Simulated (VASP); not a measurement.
# Yb3InC: relaxation of cell and atoms with revPBE

Crystal: Yb3InC.

```xyz
5
Lattice="5.0632 0.0000 0.0000 0.0000 5.0632 0.0000 0.0000 0.0000 5.0632" Properties=species:S:1:pos:R:3 pbc="T T T"
Yb    2.5316    0.0000    2.5316
Yb    2.5316    2.5316    0.0000
Yb    0.0000    2.5316    2.5316
In    0.0000    0.0000    0.0000
C     2.5316    2.5316    2.5316
```

```
Program                : VASP 6.6.1
Task                   : relaxation of cell and atoms
Functional             : revPBE
Potentials or basis    : VASP PAW PBE potentials, release 64 (Yb, In_d, C)
Cutoff                 : 600 eV
k mesh                 : 3 × 3 × 3
Occupations            : gaussian, width 0.01 eV
Spin                   : no spin polarisation
Target pressure        : 20 GPa
Dipole correction      : no
Further INCAR settings : ALGO = Normal; EDIFF = 1e-07; IBRION = 2; EDIFFG = -0.1; NSW = 80; ISIF = 3
```

```
Relaxed volume                                         : 19.29 Å³/atom
Relaxed cell                                           : a = 4.586 Å, b = 4.586 Å, c = 4.586 Å, α = 90.00°, β = 90.00°, γ = 90.00°
Space group after relaxing (to 0.05 Å)                 : Pm-3m (No. 221)
Energy change on relaxing (the enthalpy is what falls) : +241.5 meV/atom
Ionic steps                                            : 4
Pressure after relaxing                                : 19.4 GPa
```

The path:
```
step  energy change (eV)  largest force (eV/Å)  pressure (GPa)  volume (Å³)
   1              0.0000                0.0000           -2.02       129.80
   2              7.1047                0.0000           71.77        73.65
   3              1.0871                0.0000           18.39        97.48
   4              1.2075                0.0000           19.39        96.45
```

Final structure:
```xyz
5
Lattice="4.5861 0.0000 0.0000 0.0000 4.5861 0.0000 0.0000 0.0000 4.5861" Properties=species:S:1:pos:R:3 pbc="T T T"
Yb    2.2930    0.0000    2.2930
Yb    2.2930    2.2930    0.0000
Yb    0.0000    2.2930    2.2930
In    0.0000    0.0000    0.0000
C     2.2930    2.2930    2.2930
```

Levels at points of the mesh, in eV from the Fermi level:
```tsv
k point	band 39	band 40	band 41	band 42	band 43	band 44	band 45	band 46	band 47	band 48
(0.00, 0.00, 0.00)	-0.39	-0.39	-0.14	-0.14	0.53	0.53	0.53	0.65	0.65	0.65
```

It took 12 min on 1 thread of Intel(R) Xeon(R) 6975P-C (Granite Rapids), on a shared host, peak memory 0.27 GiB.

Caveat: the k points lie up to 0.46 Å⁻¹ apart in the final cell; the cell is relaxed towards a set pressure, so the enthalpy falls and the energy may rise; the volume moved by over 15 % at a fixed basis, so the end points are rough; the PAW data sets were made with another functional, which shifts forces and pressure a little; spin-orbit coupling is left out, which moves the levels of the heavy elements; without U or exact exchange the open f shell lies at the Fermi level, which spoils levels, moments and volumes. Spin polarisation is off, so any magnetic state and its effect on volume and gap are missing.
